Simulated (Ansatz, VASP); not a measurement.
**SnRu4: VASP beside Ansatz**

```xyz
5
Lattice="6.2093 0.0000 0.0000 0.0000 6.2093 0.0000 0.0000 0.0000 2.6819" Properties=species:S:1:pos:R:3 pbc="T T T"
Sn    3.1046    3.1046    1.3410
Ru    1.1468    1.1468    1.3410
Ru    5.0625    5.0625    1.3410
Ru    1.1468    5.0625    1.3410
Ru    5.0625    1.1468    1.3410
```

Alike in both runs: functional PBE; k mesh 4 × 4 × 4; occupations gaussian, width 0.1 eV; no spin polarisation.

Ansatz relaxed the structure, and its values are those at the end. VASP's run is a single point on that final structure, the one shown.

```csv
,VASP,Ansatz
version,VASP 6.6.1,Ansatz 0.2.0
potentials or method,"VASP PAW PBE potentials, release 64 (Sn_d, Ru_pv), cutoff 520 eV","scalar-relativistic, plane waves, PAW"
valence electrons in the cell,70,78
```

|  | VASP | Ansatz | Ansatz less VASP |
| --- | --- | --- | --- |
| gap on the k mesh at the Fermi level (eV) | none | none | - |
| pressure (GPa) | 0.1 | -0.2 | -0.23 |
| rms of the force components (eV/Å) | 0.018 | 0.023 | +0.0053 |

A gap of «none» marks a metal or a gap that the smearing closes. VASP's potentials hold 70 valence electrons a cell and Ansatz's 78, so a difference there can come from the potentials and not from the codes.

The k mesh is coarse, so the values compare programs but aren't converged.
